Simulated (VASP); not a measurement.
Here is a VASP 6.6.1 calculation.

Contents of INCAR:

```
SYSTEM = Si2Ni
PREC     = Accurate       ! precision mode
ENCUT    = 520            ! plane-wave cutoff, eV
EDIFF    = 1E-6           ! SCF threshold, eV
ISMEAR   = 0              ! smearing method
SIGMA    = 0.016          ! smearing width, eV
LREAL    = .False.        ! projectors in reciprocal space
LASPH    = .True.         ! aspherical terms in the spheres
NELM     = 150            ! most SCF steps
ALGO     = Normal         ! electronic algorithm
ISIF     = 2              ! what is computed and relaxed
LWAVE    = .False.        ! write WAVECAR
LCHARG   = .False.        ! write CHGCAR
ISPIN    = 2              ! spin polarisation
MAGMOM   = 1 0 0          ! initial moments
LORBIT   = 11             ! projections on sites
LMAXMIX  = 4              ! l up to which the mixer works
GGA      = PE             ! functional
NBANDS   = 20             ! bands
```

Contents of KPOINTS:

```
Automatic mesh
0
Gamma
  9 9 9
  0 0 0
```

Contents of POSCAR:

```
Si2Ni
1.0
    0.0000000000      2.7030000000      2.7030000000
    2.7030000000      0.0000000000      2.7030000000
    2.7030000000      2.7030000000      0.0000000000
Ni Si
1 2
Direct
    0.0000000000      0.0000000000      0.0000000000
    0.7500000000      0.7500000000      0.7500000000
    0.2500000000      0.2500000000      0.2500000000
```

Potentials or basis: VASP PAW PBE potentials, release 64 (Ni, Si).

Command:

```sh
$ cat potpaw_PBE.64/Ni/POTCAR potpaw_PBE.64/Si/POTCAR > POTCAR
$ mpirun -np 1 vasp_std > vasp.out
```

(1) Estimate the pressure.

(2) Predict the net moment.

(3) Predict the band gap on the k mesh.

## Answers

(1) 3.8 GPa.

(2) 0.00 μB per cell.

(3) zero (filled and empty bands overlap).
